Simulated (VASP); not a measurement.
Here is a VASP 6.6.1 calculation.

Contents of POSCAR:

```
Mg
1.0
   -1.7544225852      1.7544225852      1.7544225852
    1.7544225852     -1.7544225852      1.7544225852
    1.7544225852      1.7544225852     -1.7544225852
Mg
1
Direct
    0.0000000000      0.0000000000      0.0000000000
```

INCAR.step1

```
SYSTEM = Mg
PREC = Accurate ; ENCUT = 520
ISMEAR = -1 ; SIGMA = 0.1
LREAL = .False. ; LASPH = .True.
NELM = 100 ; NBANDS = 7
GGA = PE ; ALGO = Normal
EDIFF = 1E-4 ; LWAVE = .True.
LCHARG = .False.
```

Contents of INCAR.step2:

```
SYSTEM = Mg
PREC = Accurate ; ENCUT = 520
EDIFF = 1E-6 ; ISMEAR = -1
SIGMA = 0.1 ; LREAL = .False.
LASPH = .True. ; NELM = 100
ALGO = Normal ; ISIF = 2
LWAVE = .False. ; LCHARG = .True.
METAGGA = R2SCAN ; LMIXTAU = .True.
LELF = .True. ; LVHAR = .True.
NBANDS = 7 ; ISTART = 1
```

Contents of KPOINTS:

```
Automatic mesh
0
Gamma
  14 14 14
  0 0 0
```

Potentials or basis: VASP PAW PBE potentials, release 64 (Mg).

The run is started by

```sh
$ cat potpaw_PBE.64/Mg/POTCAR > POTCAR
$ cp INCAR.step1 INCAR
$ mpirun -np 1 vasp_std > vasp.out
$ cp INCAR.step2 INCAR
$ mpirun -np 1 vasp_std > vasp.out
```

Task: Estimate the band gap on the k mesh.

Result: Zero (bands 1 and 2 overlap by 5.03 eV).

Task: Estimate the pressure.

Result: 1.5 GPa.

Caveat: the PAW data sets were made with another functional, which shifts forces and pressure a little.
